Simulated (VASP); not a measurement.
Runs of VASP 6.6.1 on CdTe. The structure is that of space group F-43m (No. 216), or close to it. The cells are those of the table. 

```csv
task,cell,cutoff (eV),gap on the mesh (eV),pressure (GPa)
single point,"a = 4.310 Å, angles 60.0°, 2 atoms",520,1.13,10.5
relaxation of cell and atoms,"relaxed to 2 GPa from a = 4.533 Å, angles 60.0°, 2 atoms",600,0.76,2.0
relaxation of cell and atoms,"relaxed to 1 GPa from a = 4.533 Å, angles 60.0°, 2 atoms",600,0.70,1.0
single point,"a = 4.362 Å, angles 60.0°, 2 atoms",520,1.01,(b)
single point,"a = 4.473 Å, angles 60.0°, 2 atoms",520,0.77,(a)
relaxation of cell and atoms,"relaxed to 7 GPa from a = 4.533 Å, angles 60.0°, 2 atoms",600,1.00,7.0
relaxation of cell and atoms,"relaxed to 4 GPa from a = 4.533 Å, angles 60.0°, 2 atoms",600,0.86,4.0
relaxation of cell and atoms,"relaxed to 10 GPa from a = 4.533 Å, angles 60.0°, 2 atoms",600,1.11,10.0
```

Alike in all rows: level LDA; potentials or basis VASP PAW LDA potentials, release 64 (Cd, Te); no spin polarisation; k mesh 6 × 6 × 6; smearing gaussian 0.01 eV.

Q: Estimate the missing entries.

A: (a) 2.3; (b) 7.4.

Caveats: spin-orbit coupling is left out, which moves the levels of the heavy elements; the cell is relaxed towards a set pressure, so the enthalpy falls and the energy may rise (some runs).

A k mesh can miss the band edges, and the runs leave out spin-orbit coupling on Cd, Te.
